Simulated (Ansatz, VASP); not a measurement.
## Sr: VASP beside Ansatz

```
Sr
1.0
     0.00000    2.21947    2.21947
     2.21947    0.00000    2.21947
     2.21947    2.21947    0.00000
Sr
1
Direct
  0.00000 0.00000 0.00000
```

Change from the starting cell: volume scaled by 0.45, LAPW.

Alike in both runs: task single point; functional LDA; k mesh 13 × 13 × 13; occupations fermi-dirac, width 0.05 eV; no spin polarisation.

|  | VASP | Ansatz |
| --- | --- | --- |
| version | VASP 6.6.1 | Ansatz 0.2.0 |
| potentials or method | VASP PAW LDA potentials, release 64 (Sr_sv), cutoff 520 eV | all-electron LAPW, scalar-relativistic |

Ansatz gave:

| Item | Value |
| --- | --- |
| pressure (GPa) | 32.1 |

Q: What did VASP give for the same quantities?

A: Pressure (GPa): 32.6.

LDA's correlation is that of Perdew and Zunger in VASP and of Perdew and Wang (1992) in Ansatz. Both programs put the cell under a high pressure, so it lies far from rest at this level. Ansatz ran all-electron here, and VASP with PAW potentials.
